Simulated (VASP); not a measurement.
Write the native input for VASP 6.6.1 that does the following.

```yaml
Task: single point
Functional: r2SCAN
Potentials_or_basis: VASP PAW PBE potentials, release 64 (Ta_sv_GW, N)
Cutoff: 660 eV
k_mesh: 10 × 10 × 6
Occupations: fermi-dirac, width 0.05 eV
Spin: no spin polarisation
Dipole_correction: no
Further_INCAR_settings: ALGO = Normal; EDIFF = 1e-06; NBANDS = 22
```

Crystal: Ta2N.

```
Ta N
1.0
     3.04932    0.00000    0.00000
    -1.52466    2.64079    0.00000
     0.00000    0.00000    4.77043
Ta N
2 1
Direct
  0.33333 0.66667 0.25471
  0.66667 0.33333 0.74529
  0.00000 0.00000 0.00000
```

These files were run (other wordings do the same):

POSCAR

```
Ta2N
1.0
    3.0493158896      0.0000000000      0.0000000000
   -1.5246579448      2.6407850245      0.0000000000
    0.0000000000      0.0000000000      4.7704285953
Ta N
2 1
Direct
    0.3333333333      0.6666666667      0.2547110000
    0.6666666667      0.3333333333      0.7452890000
    0.0000000000      0.0000000000      0.0000000000
```

INCAR.step1

```
ALGO = Normal ; EDIFF = 1E-5
ENCUT = 660 ; GGA = PE
GGA_COMPAT = F ; ISMEAR = -1
LASPH = T ; LCHARG = F
LREAL = F ; LWAVE = T
NBANDS = 22 ; NELM = 120
PREC = Accurate ; SIGMA = 0.05
```

INCAR.step2

```
ALGO = Normal ; EDIFF = 1E-6
ENCUT = 660 ; GGA_COMPAT = F
ISIF = 2 ; ISMEAR = -1
ISTART = 1 ; LASPH = T
LCHARG = F ; LMIXTAU = T
LREAL = F ; LWAVE = F
METAGGA = R2SCAN ; NBANDS = 22
NELM = 120 ; PREC = Accurate
SIGMA = 0.05
```

KPOINTS

```
k-points
0
Gamma
  10 10 6
```

Potentials or basis: VASP PAW PBE potentials, release 64 (Ta_sv_GW, N).

Run with:

```bash
$ cat potpaw_PBE.64/Ta_sv_GW/POTCAR potpaw_PBE.64/N/POTCAR > POTCAR
$ cp INCAR.step1 INCAR
$ mpirun -np 1 vasp_std > vasp.out
$ cp INCAR.step2 INCAR
$ mpirun -np 1 vasp_std > vasp.out
```

It gave:

- Pressure: 14.2 GPa
- Largest force: 0.548 eV/Å
- Band gap on the k mesh: zero (an odd number of electrons rules out a gap without spin polarisation)

Caveat: the cell stands under pressure; the PAW data sets were made with another functional, which shifts forces and pressure a little; spin-orbit coupling is left out, which moves the levels of the heavy elements.

It took 6.3 min on 1 thread of Intel(R) Xeon(R) Platinum 8488C (Sapphire Rapids), with other jobs on the host, peak memory 0.25 GiB.
